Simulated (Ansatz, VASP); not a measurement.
## Ca: VASP beside Ansatz

The input POSCAR:

```
Ca
1.0
   -2.2400000000      2.2400000000      2.2400000000
    2.2400000000     -2.2400000000      2.2400000000
    2.2400000000      2.2400000000     -2.2400000000
Ca
1
Direct
    0.0000000000      0.0000000000      0.0000000000
```

File INCAR.step1:

```
PREC = Accurate
ENCUT = 400
EDIFF = 1E-5
ISMEAR = -1
SIGMA = 0.025
LREAL = False
LASPH = True
NELM = 120
ALGO = Normal
ISIF = 2
LWAVE = True
LCHARG = False
NBANDS = 11
GGA = PE
GGA_COMPAT = False
```

Contents of INCAR.step2:

```
PREC = Accurate
ENCUT = 400
EDIFF = 1E-6
ISMEAR = -1
SIGMA = 0.025
LREAL = False
LASPH = True
NELM = 120
ALGO = Normal
ISIF = 2
LWAVE = False
LCHARG = False
GGA = B3
LHFCALC = True
AEXX = 0.2
AGGAX = 0.72
AGGAC = 0.81
ALDAC = 0.19
PRECFOCK = Normal
IVDW = 12
NBANDS = 11
ISTART = 1
GGA_COMPAT = False
```

File KPOINTS:

```
Automatic mesh
0
Gamma
  5 5 5
```

File input.yaml:

```yaml
crystal:
  lattice: { a: 4.48, b: 4.48, c: 4.48, alpha: 90.0, beta: 90.0, gamma: 90.0 }
  space_group: 229
  reduce_to_primitive: true
  atoms:
    - { symbol: Ca, wyckoff: "2a", position: [0.0, 0.0, 0.0] }
hamiltonian:
  xc: b3lyp
  pseudopotentials: { kind: nc, accuracy: standard }
  dispersion: d3bj
kpoints:
  mp_grid: { grid: [5, 5, 5] }
scf:
  occupations: { method: fermi_dirac, width: 0.025 }
  n_extra_bands: 6
output:
  forces: true
  stress: true
  eigenvalues: true
  dos: { projected: true, de: 0.05 }
```

Alike in both runs: functional B3LYP; dispersion D3(BJ); k mesh 5 × 5 × 5; occupations fermi-dirac, width 0.025 eV; no spin polarisation.

```csv
,VASP,Ansatz
version,VASP 6.6.1,Ansatz 0.2.0
potentials or method,"VASP PAW PBE potentials, release 64 (Ca_sv)",PseudoDojo standard (PBE files)
plane-wave cutoff (eV),400,925
valence electrons in the cell,10,10
task,single point,projected density of states
```

VASP gave:

| Item | Value |
| --- | --- |
| gap on the k mesh at the Fermi level (eV) | none |
| pressure (GPa) | -2.2 |

Q: What did Ansatz give for the same quantities?

A: gap on the k mesh at the Fermi level (eV): none; pressure (GPa): -2.1.

VASP's potentials were made for PBE, not for B3LYP. A gap of «none» marks a metal or a gap that the smearing closes.

The k mesh is coarse, so the values compare programs but aren't converged. Noted on Ansatz's run: the potentials were made for another functional, which shifts forces and pressure.
